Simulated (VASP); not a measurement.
BaTiO3, 5 atoms in the cell. It takes space group R3m (No. 160, trigonal). Conventional cell: a = 5.598 Å, b = 5.598 Å, c = 6.955 Å, α = 90.00°, β = 90.00°, γ = 120.00°. Within 3.7 Å of Ba (site symmetry 3m) lie 12 O at 2.78 to 2.88 Å and 8 Ti at 3.37 to 3.59 Å. Within 2.5 Å of Ti (site symmetry 3m) lie 6 O at 1.86 to 2.13 Å. O (site symmetry m) has 2 Ti at 1.86 to 2.13 Å within 2.5 Å. 

| Quantity | Value |
| --- | --- |
| Program | VASP 6.6.1 |
| Task | single point |
| Functional | PBEsol |
| Potentials or basis | VASP PAW PBE potentials, release 64 (Ba_sv, Ti_sv, O) |
| Cutoff | 520 eV |
| k mesh | 6 × 6 × 6 |
| Occupations | fermi-dirac, width 0.05 eV |
| Spin | no spin polarisation |
| Dipole correction | no |
| Further INCAR settings | ALGO = Normal; EDIFF = 1e-06; NBANDS = 28 |

Potentials or basis: VASP PAW PBE potentials, release 64 (Ba_sv, Ti_sv, O).

Launch:

```console
$ cat potpaw_PBE.64/Ba_sv/POTCAR potpaw_PBE.64/Ti_sv/POTCAR potpaw_PBE.64/O/POTCAR > POTCAR
$ mpirun -np 1 vasp_std > vasp.out
```

Hardware: 1 thread of Intel(R) Xeon(R) 6975P-C (Granite Rapids), on a shared host.

**Question.** How long does it take, and how much memory?

**Answer.** Run time: 27 s on 1 thread of Intel(R) Xeon(R) 6975P-C (Granite Rapids) (shared host), peak memory 0.2 GiB. Counts: scf iterations 15, k points 32.
